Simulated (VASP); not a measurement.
# W (Fm-3m) in VASP: single point with PBEsol

Aim: the single point of W with PBEsol.

Everything below comes from runs of VASP 6.6.1. Logs are shortened: lines on timing, memory, paths and dates and some standing lists are left out, and cuts for length are marked.

## Step 1: The cell of the first run

The structure is cubic, space group Fm-3m (No. 225). The conventional cell has a = 4.060 Å, b = 4.060 Å, c = 4.060 Å, α = 90.00°, β = 90.00°, γ = 90.00°. Within 3.8 Å of W (site symmetry m-3m) lie 12 W at 2.87 Å.

## Step 2: Single point, PBEsol

The input, INCAR:

```
PREC = Accurate ; ENCUT = 520
EDIFF = 1E-6 ; ISMEAR = 0
SIGMA = 0.05 ; LREAL = False
LASPH = True ; NELM = 80
ALGO = Normal ; ISIF = 2
LWAVE = False ; LCHARG = True
GGA = PS ; LELF = True
LVHAR = True ; NBANDS = 13
```

The input, KPOINTS:

```
Automatic mesh
0
Gamma
  16 16 16
```

The input, POSCAR:

```
W
1.0
    0.0000000000      2.0300000000      2.0300000000
    2.0300000000      0.0000000000      2.0300000000
    2.0300000000      2.0300000000      0.0000000000
W
1
Direct
    0.0000000000      0.0000000000      0.0000000000
```

Potentials or basis: VASP PAW PBE potentials, release 64 (W_sv).

Run with:

```bash
$ cat potpaw_PBE.64/W_sv/POTCAR > POTCAR
$ mpirun -np 1 vasp_std > vasp.out
```

OUTCAR:

```text
PREC = Accurate
   ENCUT = 520
   EDIFF = 1E-6
   ISMEAR = 0
   LREAL = False
   LASPH = True
   NELM = 80
   ISIF = 2
   GGA = PS

 ion  position               nearest neighbor table
   1  0.000  0.000  0.000-

  LATTYP: Found a face centered cubic cell.
 ALAT       =     4.0600000000

  Lattice vectors:

 A1 = (   0.0000000000,   2.0300000000,   2.0300000000)
 A2 = (   2.0300000000,   0.0000000000,   2.0300000000)
 A3 = (   2.0300000000,   2.0300000000,   0.0000000000)

Analysis of symmetry for initial positions (statically):
=====================================================================
 Subroutine PRICEL returns:
 Original cell was already a primitive cell.

 Routine SETGRP: Setting up the symmetry group for a
 face centered cubic supercell.

 Subroutine GETGRP returns: Found 48 space group operations
 (whereof 48 operations were pure point group operations)
 out of a pool of 48 trial point group operations.

The static configuration has the point symmetry O_h .

Analysis of symmetry for dynamics (positions and initial velocities):
=====================================================================
 Subroutine PRICEL returns:
 Original cell was already a primitive cell.

 Routine SETGRP: Setting up the symmetry group for a
 face centered cubic supercell.

 Subroutine GETGRP returns: Found 48 space group operations
 (whereof 48 operations were pure point group operations)
 out of a pool of 48 trial point group operations.

The dynamic configuration has the point symmetry O_h .

 Subroutine INISYM returns: Found 48 space group operations
 (whereof 48 operations are pure point group operations),
 and found     1 'primitive' translations

----------------------------------------------------------------------------------------

                                     Primitive cell

  volume of cell :      16.7309

  direct lattice vectors                    reciprocal lattice vectors
     0.000000000  2.030000000  2.030000000    -0.246305419  0.246305419  0.246305419
     2.030000000  0.000000000  2.030000000     0.246305419 -0.246305419  0.246305419
     2.030000000  2.030000000  0.000000000     0.246305419  0.246305419 -0.246305419

  length of vectors
     2.870853532  2.870853532  2.870853532     0.426613499  0.426613499  0.426613499

  position of ions in fractional coordinates (direct lattice)
     0.000000000  0.000000000  0.000000000

  ion indices of the primitive-cell ions
   primitive index   ion index
                 1           1

----------------------------------------------------------------------------------------

 KPOINTS: Automatic mesh

Automatic generation of k-mesh.
 Grid dimensions read from file:
 generate k-points for:   16   16   16

 Generating k-lattice:

  Cartesian coordinates                     Fractional coordinates (reciprocal lattice)
    -0.015394089  0.015394089  0.015394089     0.062500000  0.000000000  0.000000000
     0.015394089 -0.015394089  0.015394089     0.000000000  0.062500000  0.000000000
     0.015394089  0.015394089 -0.015394089     0.000000000  0.000000000  0.062500000

  Length of vectors
     0.026663344  0.026663344  0.026663344

  Shift w.r.t. Gamma in fractional coordinates (k-lattice)
     0.000000000  0.000000000  0.000000000

 Subroutine IBZKPT returns following result:
 ===========================================

 Found    145 irreducible k-points:

 Following reciprocal coordinates:
            Coordinates               Weight
  0.000000  0.000000  0.000000      1.000000
  0.062500  0.000000  0.000000      8.000000
  0.125000  0.000000  0.000000      8.000000
  0.187500  0.000000  0.000000      8.000000
  0.250000  0.000000  0.000000      8.000000
  0.312500  0.000000  0.000000      8.000000
[... 16 lines left out ...]
 -0.125000  0.062500  0.000000     24.000000
 -0.062500  0.062500  0.000000     12.000000
 [... further k-points ...]
   k-points           NKPTS =    145   k-points in BZ     NKDIM =    145   number of bands    NBANDS=     13
   number of dos      NEDOS =    301   number of ions     NIONS =      1
   total plane-waves  NPLWV =  13824
   dimension x,y,z NGX =    24 NGY =   24 NGZ =   24
   dimension x,y,z NGXF=    48 NGYF=   48 NGZF=   48
   ions per type =               1
   NGX,Y,Z   is equivalent  to a cutoff of  13.90, 13.90, 13.90 a.u.
   NGXF,Y,Z  is equivalent  to a cutoff of  27.80, 27.80, 27.80 a.u.
 SYSTEM =  unknown system
   PREC   = accura    normal or accurate (medium, high low for compatibility)
   ISTART =      0    job   : 0-new  1-cont  2-samecut
   ICHARG =      2    charge: 1-file 2-atom 10-const
   ISPIN  =      1    spin polarized calculation?
   LNONCOLLINEAR =      F non collinear calculations
   LSORBIT =      F    spin-orbit coupling
   LASPH  =      T    aspherical Exc in radial PAW
   ENCUT  =  520.0 eV  38.22 Ry    6.18 a.u.   5.34  5.34  5.34*2*pi/ulx,y,z
   NELM   =     80;   NELMIN=  2; NELMDL= -5     # of ELM steps
   EDIFF  = 0.1E-05   stopping-criterion for ELM
   LREAL  =      F    real-space projection
   EDIFFG = 0.1E-04   stopping-criterion for IOM
   NSW    =      0    number of steps for IOM
   IBRION =     -1    ionic relax: 0-MD 1-quasi-New 2-CG
   NFREE  =      0    steps in history (QN), initial steepest desc. (CG)
   ISIF   =      2    stress and relaxation
   ISYM   =      2    0-nonsym 1-usesym 2-fastsym
   POTIM  = 0.5000    time-step for ionic-motion
   TEBEG  =    0.0;   TEEND  =   0.0 temperature during run
   PSTRESS=    0.0 pullay stress
   NELECT =      14.0000    total number of electrons
   NUPDOWN=      -1.0000    fix difference up-down
   EMIN   =  10.00;   EMAX   =-10.00  energy-range for DOS
   EFERMI =   0.00;   METHOD = LEGACY
   ISMEAR =     0;   SIGMA  =   0.05  broadening in eV -4-tet -1-fermi 0-gaus
   EFERMI_NEDOS =   21; number of points for ismear=-14 and -15
   IALGO  =     38    algorithm
   IMIX   =      4    mixing-type and parameters
     AMIX     =   0.40;   BMIX     =  1.00
     AMIX_MAG =   1.60;   BMIX_MAG =  1.00
  volume/ion in A,a.u.               =      16.73       112.91
  Fermi-wavevector in a.u.,A,eV,Ry     =   1.542688  2.915258 32.380324  2.379887
  Thomas-Fermi vector in A             =   2.648457
   LORBIT       =      0    0 simple, 1 ext, 2 COOP (PROOUT), +10 PAW based schemes
   GGA     = PS    functional components
   LHFCALC =     F    Hartree Fock is set to
   AEXX    =    0.0000 exact exchange contribution
   IVDW    =     0    specifies the selected vdW correction
   LEPSILON=     F    determine dielectric tensor
   LRPA    =     F    only Hartree local field effects (RPA)
 non-spin polarized calculation
 Gauss-broadening in eV      SIGMA  =   0.05
  energy-cutoff  :      520.00
  volume of cell :       16.73
 maximum number of plane-waves:       464
 NGX is ok and might be reduce to    24
   NGX = 11   NGY = 11   NGZ = 11

 number of electron      14.0000002 magnetization

 Free energy of the ion-electron system (eV)
  ---------------------------------------------------
  ext. energy  EPLUGINS =         0.00000000
  ---------------------------------------------------
  free energy    TOTEN  =       -13.28022654 eV

  energy without entropy =      -13.27840610  energy(sigma->0) =      -13.27931632

 E-fermi :  10.0540     XC(G=0): -13.4481

 val. band max:       10.0532575981   @ k =   0.1250   0.1250   0.0000
 cond. band min:      10.0541921652   @ k =   0.4375   0.3125   0.0000
 fundamental gap:      0.0009345671
 Fermi energy:        10.0540427570

 k-point     1 :       0.0000    0.0000    0.0000
  band No.  band energies     occupation
      1     -63.6070      2.00000
      2     -27.2572      2.00000
      3     -27.2572      2.00000
      4     -27.2572      2.00000
      5       1.1515      2.00000
      6       9.5204      2.00000
      7       9.5204      2.00000
      8       9.5204      2.00000
      9      12.5510      0.00000
     10      12.5510      0.00000
     11      22.8592      0.00000
     12      27.9430      0.00000
     13      27.9430      0.00000

 k-point     2 :       0.0625    0.0000    0.0000
  band No.  band energies     occupation
      1     -63.6032      2.00000
      2     -27.3010      2.00000
      3     -27.2628      2.00000
      4     -27.2628      2.00000
      5       1.3197      2.00000
      6       9.3910      2.00000
      7       9.5991      2.00000
      8       9.5991      2.00000
      9      12.4798      0.00000
     10      12.4798      0.00000
     11      23.1965      0.00000
     12      27.2018      0.00000
     13      28.2578      0.00000

 k-point     3 :       0.1250    0.0000    0.0000
  band No.  band energies     occupation
      1     -63.5927      2.00000
      2     -27.4244      2.00000
      3     -27.2788      2.00000
      4     -27.2788      2.00000
      5       1.8018      2.00000
      6       9.0691      2.00000
      7       9.7946      2.00000
      8       9.7946      2.00000
      9      12.3347      0.00000
     10      12.3347      0.00000
     11      24.0607      0.00000
     12      25.9148      0.00000
     13      29.1630      0.00000
[... 305 lines left out ...]
 k-point    23 :      -0.1250    0.0625    0.0000
  band No.  band energies     occupation
      1     -63.5850      2.00000
      2     -27.4973      2.00000
      3     -27.3197      2.00000
      4     -27.2778      2.00000
      5       2.1611      2.00000
      6       8.8253      2.00000
      7       9.9325      1.99942
      8       9.9465      1.99765
      9      11.9135      0.00000
     10      12.6221      0.00000
     11      24.6377      0.00000
     12      25.5967      0.00000
     13      28.9308      0.00000

 k-point    24 :      -0.0625    0.0625    0.0000
  band No.  band energies     occupation
      1     -63.5973      2.00000
      2     -27.3622      2.00000
      3     -27.2881      2.00000
      4     -27.2647      2.00000
      5       1.5933      2.00000
      6       9.1742      2.00000
      7       9.7118      2.00000
      8       9.7534      2.00000
      9      12.2047      0.00000
     10      12.5556      0.00000
     11      23.7278      0.00000
     12      26.5681      0.00000
     13      28.2595      0.00000

 [... further k-points ...]
[... 5 lines left out ...]
  --------------------------------------------------------------------------------------
  -------------------------------------------------------------------------------------
  Total       -1.3002154     -1.3002154     -1.3002154      0.0000000     -0.0000000      0.0000000
  in kB     -124.5110192   -124.5110192   -124.5110192      0.0000000     -0.0000000      0.0000000
  external PRESSURE =    -124.5110192 kB  Pullay stress =       0.0000000 kB

 VOLUME and BASIS-vectors are now :
 -----------------------------------------------------------------------------
  energy-cutoff  :      520.00
  volume of cell :       16.73
      direct lattice vectors                 reciprocal lattice vectors
     0.000000000  2.030000000  2.030000000    -0.246305419  0.246305419  0.246305419
     2.030000000  0.000000000  2.030000000     0.246305419 -0.246305419  0.246305419
     2.030000000  2.030000000  0.000000000     0.246305419  0.246305419 -0.246305419

 POSITION                                       TOTAL-FORCE (eV/Angst)
 -----------------------------------------------------------------------------------
      0.00000      0.00000      0.00000         0.000000      0.000000      0.000000
 -----------------------------------------------------------------------------------
    total drift:                                0.000000     -0.000000     -0.000000

  FREE ENERGIE OF THE ION-ELECTRON SYSTEM (eV)
  ---------------------------------------------------
  free  energy   TOTEN  =       -13.2802265358 eV

  energy  without entropy=      -13.2784060967  energy(sigma->0) =      -13.27931632
```

Run time: 12 s. Hardware: 1 thread of Intel Xeon Platinum 8488C (Sapphire Rapids), shared host; peak memory 0.16 GiB.

Results:

```yaml
Free_energy: -13.2802 eV
Pressure: -12.5 GPa
Band_gap_on_the_k_mesh: zero (band 7 reaches 13.02 eV, above the bottom of band 8 at 9.52 eV)
```

Levels at points of the mesh, in eV from the Fermi level:
| k point | band 3 | band 4 | band 5 | band 6 | band 7 | band 8 | band 9 | band 10 | band 11 | band 12 |
| --- | --- | --- | --- | --- | --- | --- | --- | --- | --- | --- |
| (0.00, 0.00, 0.00) | -37.31 | -37.31 | -8.90 | -0.53 | -0.53 | -0.53 | 2.50 | 2.50 | 12.81 | 17.89 |
| (0.50, 0.00, 0.00) | -37.46 | -37.46 | -5.50 | -0.76 | -0.76 | 0.60 | 4.92 | 4.92 | 9.99 | 12.42 |
| (0.50, 0.50, 0.00) | -37.70 | -37.70 | -5.36 | -4.39 | 2.96 | 4.87 | 5.64 | 5.64 | 11.57 | 11.57 |

Caveat: the PAW data sets were made with another functional, which shifts forces and pressure a little; spin-orbit coupling is left out, which moves the levels of the heavy elements.
